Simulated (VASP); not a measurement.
Ti, 2 atoms in the cell. It takes space group P6_3/mmc (No. 194, hexagonal). The conventional cell has a = 2.900 Å, b = 2.900 Å, c = 4.591 Å, α = 90.00°, β = 90.00°, γ = 120.00°. Within 3.7 Å of Ti (site symmetry -6m2) lie 12 Ti at 2.84 to 2.90 Å. 

```yaml
Program: VASP 6.6.1
Task: single point
Functional: PBEsol
Potentials_or_basis: VASP PAW PBE potentials, release 64 (Ti_sv)
Cutoff: 520 eV
k_mesh: 12 × 7 × 16
Occupations: gaussian, width 0.1 eV
Spin: no spin polarisation
Dipole_correction: no
Further_INCAR_settings: ALGO = Fast; EDIFF = 1e-06; NBANDS = 19; ISYM = 0
```

Potentials or basis: VASP PAW PBE potentials, release 64 (Ti_sv).

The run is started by

```bash
$ cat potpaw_PBE.64/Ti_sv/POTCAR > POTCAR
$ mpirun -np 1 vasp_std > vasp.out
```

Hardware: 1 thread of Intel(R) Xeon(R) 6975P-C (Granite Rapids) (shared host).

Question: How long does it take, and how much memory?

Answer: It took 7.8 min on 1 thread of Intel(R) Xeon(R) 6975P-C (Granite Rapids) (shared host), peak memory 0.44 GiB. Counts: scf iterations 37, k points 674.
